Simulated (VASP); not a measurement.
# Mg2Ge (Fm-3m) in VASP: notebook

The runs below take Mg2Ge through elastic constants, with PBEsol.

Program: VASP 6.6.1. These are calculated values, not measurements. Logs are shortened: lines on timing, memory, paths and dates and some standing lists are left out, and cuts for length are marked.

## 1. The cell of the first run

It takes space group Fm-3m (No. 225, cubic). Conventional cell: a = 5.969 Å, b = 5.969 Å, c = 5.969 Å, α = 90.00°, β = 90.00°, γ = 90.00°. Mg (site symmetry -43m) has 4 Ge at 2.58 Å and 6 Mg at 2.98 Å within 3.4 Å. Ge (site symmetry m-3m) has 8 Mg at 2.58 Å within 3.4 Å.

## 2. Elastic constants, PBEsol

INCAR reads:

```
SYSTEM = Mg2Ge
PREC = Accurate ; ENCUT = 600
EDIFF = 1E-8 ; ISMEAR = -1
SIGMA = 0.05 ; LREAL = .FALSE.
LASPH = .TRUE. ; NELM = 120
ALGO = Normal ; ISIF = 3
LWAVE = .FALSE. ; LCHARG = .FALSE.
GGA = PS ; IBRION = 6
NFREE = 2 ; POTIM = 0.015
NSW = 1 ; GGA_COMPAT = .FALSE.
```

KPOINTS reads:

```
regular mesh
0
G
  12 12 12
  0 0 0
```

POSCAR reads:

```
Mg2Ge
1.0
    0.0000000000      2.9843720296      2.9843720296
    2.9843720296      0.0000000000      2.9843720296
    2.9843720296      2.9843720296      0.0000000000
Mg Ge
2 1
Direct
    0.2500000000      0.2500000000      0.2500000000
    0.7500000000      0.7500000000      0.7500000000
    0.0000000000      0.0000000000      0.0000000000
```

Potentials or basis: VASP PAW PBE potentials, release 64 (Mg, Ge_d).

Launch:

```console
cat potpaw_PBE.64/Mg/POTCAR potpaw_PBE.64/Ge_d/POTCAR > POTCAR
mpirun -np 1 vasp_std > vasp.out
```

OUTCAR:

```text
SYSTEM = Mg2Ge
   PREC = Accurate
   ENCUT = 600
   EDIFF = 1E-8
   ISMEAR = -1
   LREAL = .FALSE.
   LASPH = .TRUE.
   NELM = 120
   ISIF = 3
   GGA = PS
   IBRION = 6
   NFREE = 2
   POTIM = 0.015
   NSW = 1

 ion  position               nearest neighbor table
   1  0.250  0.250  0.250-   3 2.58   3 2.58   3 2.58   3 2.58   2 2.98   2 2.98   2 2.98   2 2.98
                             2 2.98   2 2.98
   2  0.750  0.750  0.750-   3 2.58   3 2.58   3 2.58   3 2.58   1 2.98   1 2.98   1 2.98   1 2.98
                             1 2.98   1 2.98
   3  0.000  0.000  0.000-   2 2.58   2 2.58   2 2.58   1 2.58   2 2.58   1 2.58   1 2.58   1 2.58

  LATTYP: Found a face centered cubic cell.
 ALAT       =     5.9687440592

  Lattice vectors:

 A1 = (   0.0000000000,   2.9843720296,   2.9843720296)
 A2 = (   2.9843720296,   0.0000000000,   2.9843720296)
 A3 = (   2.9843720296,   2.9843720296,   0.0000000000)

Analysis of symmetry for initial positions (statically):
=====================================================================
 Subroutine PRICEL returns:
 Original cell was already a primitive cell.

 Routine SETGRP: Setting up the symmetry group for a
 face centered cubic supercell.

 Subroutine GETGRP returns: Found 48 space group operations
 (whereof 48 operations were pure point group operations)
 out of a pool of 48 trial point group operations.

The static configuration has the point symmetry O_h .

Analysis of symmetry for dynamics (positions and initial velocities):
=====================================================================
 Subroutine PRICEL returns:
 Original cell was already a primitive cell.

 Routine SETGRP: Setting up the symmetry group for a
 face centered cubic supercell.

 Subroutine GETGRP returns: Found 48 space group operations
 (whereof 48 operations were pure point group operations)
 out of a pool of 48 trial point group operations.

The dynamic configuration has the point symmetry O_h .

 Subroutine INISYM returns: Found 48 space group operations
 (whereof 48 operations are pure point group operations),
 and found     1 'primitive' translations

----------------------------------------------------------------------------------------

                                     Primitive cell

  volume of cell :      53.1605

  direct lattice vectors                    reciprocal lattice vectors
     0.000000000  2.984372030  2.984372030    -0.167539434  0.167539434  0.167539434
     2.984372030  0.000000000  2.984372030     0.167539434 -0.167539434  0.167539434
     2.984372030  2.984372030  0.000000000     0.167539434  0.167539434 -0.167539434

  length of vectors
     4.220539399  4.220539399  4.220539399     0.290186812  0.290186812  0.290186812

  position of ions in fractional coordinates (direct lattice)
     0.250000000  0.250000000  0.250000000
     0.750000000  0.750000000  0.750000000
     0.000000000  0.000000000  0.000000000

  ion indices of the primitive-cell ions
   primitive index   ion index
                 1           1
                 2           2
                 3           3

----------------------------------------------------------------------------------------

 KPOINTS: regular mesh

Automatic generation of k-mesh.
 Grid dimensions read from file:
 generate k-points for:   12   12   12

 Generating k-lattice:

  Cartesian coordinates                     Fractional coordinates (reciprocal lattice)
    -0.013961619  0.013961619  0.013961619     0.083333333  0.000000000  0.000000000
     0.013961619 -0.013961619  0.013961619     0.000000000  0.083333333  0.000000000
     0.013961619  0.013961619 -0.013961619     0.000000000  0.000000000  0.083333333

  Length of vectors
     0.024182234  0.024182234  0.024182234

  Shift w.r.t. Gamma in fractional coordinates (k-lattice)
     0.000000000  0.000000000  0.000000000

 Subroutine IBZKPT returns following result:
[... 107 lines left out ...]
  in kB      149.9558516    149.9558516    149.9558516      0.0000000      0.0000000     -0.0000000
  external PRESSURE =     149.9558516 kB  Pullay stress =       0.0000000 kB
[... 92 lines left out ...]
  FREE ENERGIE OF THE ION-ELECTRON SYSTEM (eV)
  ---------------------------------------------------
  free  energy   TOTEN  =        -8.7193972849 eV

  energy  without entropy=       -8.7178135293  energy(sigma->0) =       -8.71860541

 E-fermi :   4.8979     XC(G=0): -10.0348

 val. band max:        4.8572253996   @ k =  -0.0833   0.0000   0.0833
 cond. band min:       4.9088827812   @ k =   0.4167   0.4167   0.0000
 fundamental gap:      0.0516573815
 Fermi energy:         4.8979391794

 k-point     1 :       0.0000    0.0000    0.0000
  band No.  band energies     occupation
      1     -18.7369      2.00000
      2     -18.7342      2.00000
      3     -18.7342      2.00000
      4     -18.7055      2.00000
      5     -18.7024      2.00000
      6      -5.9105      2.00000
      7       4.8410      1.51456
      8       4.8410      1.51456
      9       4.9135      0.84576
     10       7.1400      0.00000
     11       8.1626      0.00000
     12       8.2439      0.00000
     13       8.2439      0.00000
[... 356 lines left out ...]
      2     -18.7322      2.00000
      3     -18.7310      2.00000
      4     -18.7045      2.00000
      5     -18.7024      2.00000
      6      -4.1098      2.00000
      7      -0.4025      2.00000
      8       2.5370      2.00000
      9       3.6405      2.00000
     10       6.7501      0.00000
     11       8.7713      0.00000
     12       8.8033      0.00000
     13      11.4324      0.00000

 [... further k-points ...]

[... ionic steps 4 to 14 ...]

--------------------------------------- Ionic step       15  -------------------------------------------

 number of electron      17.9999991 magnetization

------------------------ aborting loop because EDIFF is reached ----------------------------------------
[... 69 lines left out ...]
--------------------------------------- Ionic step       17  -------------------------------------------

 number of electron      17.9999997 magnetization

 Free energy of the ion-electron system (eV)
  ---------------------------------------------------
  ext. energy  EPLUGINS =         0.00000000
  ---------------------------------------------------
  free energy    TOTEN  =        -8.80002865 eV

  energy without entropy =       -8.79858056  energy(sigma->0) =       -8.79930461

 E-fermi :   4.7932     XC(G=0):  -9.9727

 val. band max:        4.7565211606   @ k =   0.0000   0.0000   0.0000
 cond. band min:       4.8493486264   @ k =   0.4167   0.4167   0.0000
 fundamental gap:      0.0928274658
 Fermi energy:         4.7932152281

 k-point     1 :       0.0000    0.0000    0.0000
  band No.  band energies     occupation
      1     -18.8420      2.00000
      2     -18.8419      2.00000
      3     -18.8419      2.00000
      4     -18.8119      2.00000
      5     -18.8119      2.00000
      6      -5.9421      2.00000
      7       4.7562      1.35427
      8       4.7562      1.35427
      9       4.7565      1.35131
     10       6.9381      0.00000
     11       8.0661      0.00000
     12       8.0662      0.00000
     13       8.0662      0.00000
[... 398 lines left out ...]
  FREE ENERGIE OF THE ION-ELECTRON SYSTEM (eV)
  ---------------------------------------------------
  free  energy   TOTEN  =        -8.8000286524 eV

  energy  without entropy=       -8.7985805605  energy(sigma->0) =       -8.79930461

 INTERNAL STRAIN TENSORS FROM STRAINED CELLS
 ============================================

 INTERNAL STRAIN TENSOR FOR ION    1 for displacements in x,y,z  (eV/Angst):
          X           Y           Z          XY          YZ          ZX
  --------------------------------------------------------------------------------
  x     0.00000     0.00000     0.00000     0.00000    -5.45703     0.00000
  y     0.00000     0.00000     0.00000     0.00000    -0.00000    -5.45719
  z     0.00000     0.00000    -0.00000    -5.45709    -0.00000     0.00000

 INTERNAL STRAIN TENSORS FROM DISPLACED ATOMS
 ============================================

 INTERNAL STRAIN TENSOR FOR ION    1 for displacements in x,y,z  (eV/Angst):
          X           Y           Z          XY          YZ          ZX
  --------------------------------------------------------------------------------
  x    -0.00000     0.00000     0.00000     0.00000    -5.43066     0.00000
  y     0.00000    -0.00000     0.00000     0.00000     0.00000    -5.43066
  z     0.00000     0.00000    -0.00000    -5.43066     0.00000     0.00000

 INTERNAL STRAIN TENSOR FOR ION    3 for displacements in x,y,z  (eV/Angst):
          X           Y           Z          XY          YZ          ZX
  --------------------------------------------------------------------------------
  x     0.00000     0.00000     0.00000     0.00000     0.00000     0.00000
  y     0.00000     0.00000     0.00000     0.00000     0.00000     0.00000
  z     0.00000     0.00000     0.00000     0.00000     0.00000     0.00000

 Eigenvectors and eigenvalues of the dynamical matrix
 ----------------------------------------------------

   1 f  =    9.751837 THz    61.272597 2PiTHz  325.286257 cm-1    40.330338 meV
             X         Y         Z           dx          dy          dz
      1.492186  1.492186  1.492186     0.356195   -0.610840    0.000000
      4.476558  4.476558  4.476558    -0.356195    0.610840   -0.000000
      0.000000  0.000000  0.000000     0.000000    0.000000    0.000000
[... 43 lines left out ...]
   9 f/i=    0.008748 THz     0.054965 2PiTHz    0.291801 cm-1     0.036179 meV
             X         Y         Z           dx          dy          dz
      1.492186  1.492186  1.492186     0.137778   -0.425480   -0.001257
      4.476558  4.476558  4.476558     0.137778   -0.425480   -0.001257
      0.000000  0.000000  0.000000     0.238620   -0.736899   -0.002176

--------------------------------------------------------------------------------------------------------

 ELASTIC MODULI CONTR FROM IONIC RELAXATION (kBar)
 Direction    XX          YY          ZZ          XY          YZ          ZX
 --------------------------------------------------------------------------------
 XX          -0.0000      0.0000     -0.0000     -0.0000     -0.0000      0.0000
 YY           0.0000     -0.0000     -0.0000     -0.0000      0.0000     -0.0000
 ZZ          -0.0000     -0.0000     -0.0000     -0.0000     -0.0000     -0.0000
 XY          -0.0000     -0.0000     -0.0000   -187.9705     -0.0000     -0.0000
 YZ          -0.0000      0.0000     -0.0000     -0.0000   -187.9705      0.0000
 ZX           0.0000     -0.0000     -0.0000     -0.0000      0.0000   -187.9705
 --------------------------------------------------------------------------------

 TOTAL ELASTIC MODULI (kBar)
 Direction    XX          YY          ZZ          XY          YZ          ZX
 --------------------------------------------------------------------------------
 XX        1701.4058    556.7714    556.7714     -0.0000     -0.0000     -0.0000
 YY         556.7714   1701.4058    556.7714      0.0000     -0.0000      0.0000
 ZZ         556.7714    556.7714   1701.4058     -0.0000      0.0000      0.0000
 XY          -0.0000      0.0000     -0.0000    631.0336     -0.0000     -0.0000
 YZ          -0.0000     -0.0000      0.0000     -0.0000    631.0336      0.0000
 ZX          -0.0000      0.0000      0.0000     -0.0000      0.0000    631.0336
 --------------------------------------------------------------------------------
```

Wall time 64 min (1 thread of Oxide Virtual Turin-like, shared host); peak memory 0.75 GiB.

Results:

| Property | Result |
| --- | --- |
| Elastic constants C11, C12, C44 | 170, 56, 63 GPa |
| Voigt bulk modulus | 94 GPa |
| Highest phonon frequency at Γ | 325 cm⁻¹ |

Phonon frequencies in cm⁻¹ (negative: imaginary):
| q point | frequencies |
| --- | --- |
| (0.000, 0.000, 0.000) | 0 0 0 295 295 295 325 325 325 |

Elastic tensor in Voigt notation (GPa, in the Cartesian axes of the cell as first typed):
```
170  56  56   0   0   0
 56 170  56   0   0   0
 56  56 170   0   0   0
  0   0   0  63   0   0
  0   0   0   0  63   0
  0   0   0   0   0  63
```

Clamped-ion elastic tensor (GPa):
```
170  56  56   0   0   0
 56 170  56   0   0   0
 56  56 170   0   0   0
  0   0   0  82   0   0
  0   0   0   0  82   0
  0   0   0   0   0  82
```

Caveat: the cell is under stress, which shifts elastic constants; the PAW data sets were made with another functional, which shifts forces and pressure a little.

## 3. Elastic constants, PBEsol

This run uses another cell than the first one, of 19.31 Å³/atom.

INCAR reads:

```
  ALGO = Normal
  EDIFF = 1E-8
  ENCUT = 600
  GGA = PS
  GGA_COMPAT = F
  IBRION = 6
  ISIF = 3
  ISMEAR = -1
  LASPH = T
  LCHARG = T
  LREAL = F
  LWAVE = F
  NELM = 120
  NFREE = 2
  NSW = 1
  POTIM = 0.015
  PREC = Accurate
  SIGMA = 0.05
```

KPOINTS reads:

```
k-points
0
Gamma
  12 12 12
```

POSCAR reads:

```
Mg2Ge
1.0
    0.0000000000      3.0709646959      3.0709646959
    3.0709646959      0.0000000000      3.0709646959
    3.0709646959      3.0709646959      0.0000000000
Mg Ge
2 1
Direct
    0.2500000000      0.2500000000      0.2500000000
    0.7500000000      0.7500000000      0.7500000000
    0.0000000000      0.0000000000      0.0000000000
```

Potentials or basis: VASP PAW PBE potentials, release 64 (Mg, Ge_d).

Launch:

```console
cat potpaw_PBE.64/Mg/POTCAR potpaw_PBE.64/Ge_d/POTCAR > POTCAR
mpirun -np 1 vasp_std > vasp.out
```

Wall time 41 min (1 thread of Oxide Virtual Turin-like, shared host); peak memory 0.81 GiB.

It converged, with:

| Item | Value |
| --- | --- |
| Elastic constants C11, C12, C44 | 142, 39, 55 GPa |
| Voigt bulk modulus | 73 GPa |
| Highest phonon frequency at Γ | 292 cm⁻¹ |

Phonon frequencies in cm⁻¹ (negative: imaginary):
```
              q point                    frequencies
(0.000, 0.000, 0.000)  0 0 0 259 259 259 292 292 292
```

Elastic tensor in Voigt notation (GPa, in the Cartesian axes of the cell as first typed):
```
142  39  39   0   0   0
 39 142  39   0   0   0
 39  39 142   0   0   0
  0   0   0  55   0   0
  0   0   0   0  55   0
  0   0   0   0   0  55
```

Clamped-ion elastic tensor (GPa):
```
142  39  39   0   0   0
 39 142  39   0   0   0
 39  39 142   0   0   0
  0   0   0  64   0   0
  0   0   0   0  64   0
  0   0   0   0   0  64
```

Caveat: the cell is under stress, which shifts elastic constants; the PAW data sets were made with another functional, which shifts forces and pressure a little.
